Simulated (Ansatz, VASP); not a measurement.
ScCu: VASP beside Ansatz

```
Sc Cu
1.0
     3.26682    0.00000    0.00000
     0.00000    3.26682    0.00000
     0.00000    0.00000    3.26682
Sc Cu
1 1
Cartesian
  1.6334 1.6334 1.6334
  0.0000 0.0000 0.0000
```

Change from the starting cell: volume scaled by 1.01.

Alike in both runs: task single point; functional LDA; k mesh 11 × 11 × 11; occupations fermi-dirac, width 0.05 eV; no spin polarisation.

|  | VASP | Ansatz |
| --- | --- | --- |
| version | VASP 6.6.1 | Ansatz 0.2.0 |
| potentials or method | VASP PAW LDA potentials, release 64 (Sc_sv, Cu), cutoff 520 eV | all-electron LAPW, scalar-relativistic |

VASP gave:

| Quantity | Value |
| --- | --- |
| pressure (GPa) | -7.7 |

Q: Which values does Ansatz return?

A: Pressure (GPa): -8.3.

LDA's correlation is that of Perdew and Zunger in VASP and of Perdew and Wang (1992) in Ansatz. Ansatz ran all-electron here, and VASP with PAW potentials.
